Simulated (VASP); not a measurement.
The system is W3N4.

```
W N
1.0
     4.12200    0.00000    0.00000
     0.00000    4.12200    0.00000
     0.00000    0.00000    4.12200
W N
3 4
Cartesian
  2.0610 2.0610 0.0000
  0.0000 2.0610 2.0610
  2.0610 0.0000 2.0610
  2.0610 2.0610 2.0610
  2.0610 0.0000 0.0000
  0.0000 2.0610 0.0000
  0.0000 0.0000 2.0610
```

Base run:

* Program: VASP 6.6.1
* Functional: PBE
* Potentials or basis: VASP PAW PBE potentials, release 64 (W_sv, N)
* Cutoff: 520 eV
* k mesh: 6 × 6 × 6, shifted
* Occupations: gaussian, width 0.1 eV
* Spin: no spin polarisation

Its results: band gap on the k mesh zero (band 31 reaches 12.61 eV, above the bottom of band 32 at 10.71 eV); pressure 28.9 GPa.

Question: After a change of settings the same cell gave: band gap on the k mesh zero (band 31 reaches 12.92 eV, above the bottom of band 32 at 10.76 eV); pressure 36.4 GPa. Which change was it?
A. k mesh from 6 × 6 × 6, shifted to 4 × 4 × 4, shifted
B. k mesh from 6 × 6 × 6, shifted to 4 × 4 × 4
C. k mesh from 6 × 6 × 6, shifted to 2 × 2 × 2
D. k mesh from 6 × 6 × 6, shifted to 6 × 6 × 6; further incar settings from ALGO = Normal; EDIFF = 1e-06; NBANDS = 40 to ALGO = Normal; EDIFF = 1e-07; NBANDS = 40

Answer: C.

Caveats: some runs use coarse meshes; spin-orbit coupling is left out, which moves the levels of the heavy elements.
